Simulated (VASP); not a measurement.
A run of VASP 6.6.1:

INCAR

```
SYSTEM = Se
ALGO = Normal
EDIFF = 1E-6
ENCUT = 520
GGA = PS
ISIF = 2
ISMEAR = 0
LASPH = .TRUE.
LCHARG = .FALSE.
LREAL = .FALSE.
LWAVE = .FALSE.
NBANDS = 16
NELM = 60
PREC = Accurate
SIGMA = 0.01
```

KPOINTS

```
k-points
0
G
  3 3 2
  0 0 0
```

Contents of POSCAR:

```
Se
1.0
    4.3551700000      0.0000000000      0.0000000000
   -2.1775900000      3.7716900000      0.0000000000
    0.0000000000      0.0000000000      4.9494500000
Se
3
Direct
    0.2170000000      0.0000000000      0.1666666667
    0.0000000000      0.2170000000      0.8333333333
    0.7830000000      0.7830000000      0.5000000000
```

Potentials or basis: VASP PAW PBE potentials, release 64 (Se).

The run is started by

```sh
$ cat potpaw_PBE.64/Se/POTCAR > POTCAR
$ mpirun -np 1 vasp_std > vasp.out
```

Hardware: 1 thread of AMD EPYC 7R13, with other jobs on the host.

Q: Estimate the wall time of this run.

A: Run time: 21 s on 1 thread of AMD EPYC 7R13 (shared host), peak memory 0.15 GiB. Counts: scf iterations 12, k points 6.
